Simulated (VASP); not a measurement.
Runs of VASP 6.6.1 on KCl. The structure is that of space group Pm-3m (No. 221), or close to it. The cells are those of the table. 

```csv
task,level,potentials or basis,cell,k mesh,cutoff (eV),smearing,gap on the mesh (eV),pressure (GPa),relaxed volume (Å³/atom)
relaxation of cell and atoms,PBE,"VASP PAW PBE potentials, release 64 (K_sv, Cl)","relaxed from a = 3.705 Å, 2 atoms",6 × 6 × 6,600,fermi-dirac 0.02 eV,4.80,0.0,28.29
single point,r2SCAN,"VASP PAW PBE potentials, release 64 (K_sv, Cl)","a = 3.771 Å, 2 atoms",6 × 6 × 6,520,fermi-dirac 0.02 eV,5.81,0.0,-
single point,PBE,"VASP PAW PBE potentials, release 64 (K_sv, Cl)","a = 3.771 Å, 2 atoms",4 × 4 × 4,520,gaussian 0.01 eV,5.03,1.1,-
single point,LDA,"VASP PAW LDA potentials, release 64 (K_sv, Cl)","a = 3.771 Å, 2 atoms",8 × 8 × 8,520,gaussian 0.01 eV,4.59,-2.4,-
single point,PBEsol,"VASP PAW PBE potentials, release 64 (K_sv, Cl)","a = 3.739 Å, 2 atoms",6 × 6 × 6,520,fermi-dirac 0.02 eV,4.95,0.0,-
relaxation of cell and atoms,PBEsol,"VASP PAW PBE potentials, release 64 (K_sv, Cl)","relaxed from a = 3.834 Å, 2 atoms",6 × 6 × 6,600,fermi-dirac 0.02 eV,4.94,0.0,26.22
relaxation of cell and atoms,LDA,"VASP PAW LDA potentials, release 64 (K_sv, Cl)","relaxed from a = 3.834 Å, 2 atoms",6 × 6 × 6,600,fermi-dirac 0.02 eV,5.10,0.0,24.17
single point,PBE,"VASP PAW PBE potentials, release 64 (K_sv, Cl)","a = 3.834 Å, 2 atoms",6 × 6 × 6,520,fermi-dirac 0.02 eV,4.81,0.0,-
single point,r2SCAN,"VASP PAW PBE potentials, release 64 (K_sv, Cl)","a = 3.771 Å, 2 atoms",8 × 8 × 8,520,gaussian 0.01 eV,5.81,0.0,-
single point,PBE,"VASP PAW PBE potentials, release 64 (K_sv, Cl)","a = 3.771 Å, 2 atoms",8 × 8 × 8,520,fermi-dirac 0.02 eV,5.03,1.1,-
single point,LDA,"VASP PAW LDA potentials, release 64 (K_sv, Cl)","a = 3.637 Å, 2 atoms",6 × 6 × 6,520,fermi-dirac 0.02 eV,(a),(b),-
```

Alike in all rows: no spin polarisation.

Question: Fill in the values left out.

Answer: (a) 5.12; (b) 0.1.

Caveats: the PAW data sets were made with another functional, which shifts forces and pressure a little (some runs).

A k mesh can miss the band edges.
